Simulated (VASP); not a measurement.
Input of a VASP 6.6.1 run:

File INCAR:

```
PREC = Accurate ; ENCUT = 520
EDIFF = 1E-7 ; ISMEAR = 0
SIGMA = 0.1 ; LREAL = F
LASPH = T ; NELM = 80
ALGO = Normal ; ISIF = 2
LWAVE = F ; LCHARG = F
GGA = PE ; NBANDS = 28
```

File KPOINTS:

```
Automatic mesh
0
Gamma
  10 10 10
```

The input POSCAR:

```
TlB2
1.0
    0.0000000000      3.4987353054      3.4987353054
    3.4987353054      0.0000000000      3.4987353054
    3.4987353054      3.4987353054      0.0000000000
Tl B
2 4
Direct
    0.0000000000      0.0000000000      0.0000000000
    0.2500000000      0.2500000000      0.2500000000
    0.6250000000      0.6250000000      0.6250000000
    0.1250000000      0.6250000000      0.6250000000
    0.6250000000      0.6250000000      0.1250000000
    0.6250000000      0.1250000000      0.6250000000
```

Potentials or basis: VASP PAW PBE potentials, release 64 (Tl_d, B).

Command:

```console
$ cat potpaw_PBE.64/Tl_d/POTCAR potpaw_PBE.64/B/POTCAR > POTCAR
$ mpirun -np 1 vasp_std > vasp.out
```

What does it give for the pressure?

-0.1 GPa.

Predict the band gap on the k mesh.

zero (bands 19 and 20 overlap by 3.49 eV).

Caveat: spin-orbit coupling is left out, which moves the levels of the heavy elements.
